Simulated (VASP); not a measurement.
ZnS, 2 atoms in the cell. It takes space group F-43m (No. 216, cubic). Conventional cell: a = 5.356 Å, b = 5.356 Å, c = 5.356 Å, α = 90.00°, β = 90.00°, γ = 90.00°. Within 3.1 Å of Zn (site symmetry -43m) lie 4 S at 2.32 Å. Within 3.1 Å of S (site symmetry -43m) lie 4 Zn at 2.32 Å. 

```yaml
Program: VASP 6.6.1
Task: vibrations by perturbation theory
Functional: PBEsol
Potentials_or_basis: VASP PAW PBE potentials, release 64 (Zn, S)
Cutoff: 520 eV
k_mesh: 8 × 8 × 8
Occupations: gaussian, width 0.01 eV
Spin: no spin polarisation
Dipole_correction: no
Further_INCAR_settings: ALGO = Normal; EDIFF = 1e-08; IBRION = 8; NSW = 1
```

Potentials or basis: VASP PAW PBE potentials, release 64 (Zn, S).

Run with:

```console
$ cat potpaw_PBE.64/Zn/POTCAR potpaw_PBE.64/S/POTCAR > POTCAR
$ mpirun -np 1 vasp_std > vasp.out
```

Hardware: 1 thread of Intel Xeon 8259CL, with other jobs on the host.

Task: Estimate the wall time of this run.

Result: It took 3 min on 1 thread of Intel Xeon 8259CL, with other jobs on the host, peak memory 0.26 GiB. Counts: scf iterations 37, k points 29.
